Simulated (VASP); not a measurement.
## Ge: single point with r2SCAN

Crystal: Ge.

```xyz
2
Lattice="0.0000 2.8369 2.8369 2.8369 0.0000 2.8369 2.8369 2.8369 0.0000" Properties=species:S:1:pos:R:3 pbc="T T T"
Ge    0.0000    0.0000    0.0000
Ge    1.4184    1.4184    1.4184
```

| Quantity | Value |
| --- | --- |
| Program | VASP 6.6.1 |
| Task | single point |
| Functional | r2SCAN |
| Potentials or basis | VASP PAW PBE potentials, release 64 (Ge_d) |
| Cutoff | 520 eV |
| k mesh | 8 × 8 × 8 |
| Occupations | fermi-dirac, width 0.02 eV |
| Spin | no spin polarisation |
| Dipole correction | no |
| Further INCAR settings | ALGO = Normal; EDIFF = 1e-07; NBANDS = 21 |

```yaml
Pressure: 0.0 GPa
Band_gap_on_the_k_mesh: 0.32 eV, direct
```

Levels at points of the mesh, in eV from the valence-band top:
```
           k point  band 12  band 13  band 14  band 15  band 16  band 17
(0.00, 0.00, 0.00)     0.00     0.00     0.00     0.32     2.71     2.71
(0.50, 0.00, 0.00)    -7.83    -1.47    -1.47     0.42     3.99     3.99
(0.50, 0.50, 0.00)    -9.18    -3.20    -3.20     0.98     0.98    10.03
```

Wall time 110 s on 1 thread of Intel(R) Xeon(R) Platinum 8375C CPU @ 2.90GHz (Ice Lake), on a shared host, peak memory 0.17 GiB.

Caveat: the PAW data sets were made with another functional, which shifts forces and pressure a little. A k mesh can miss the band edges.
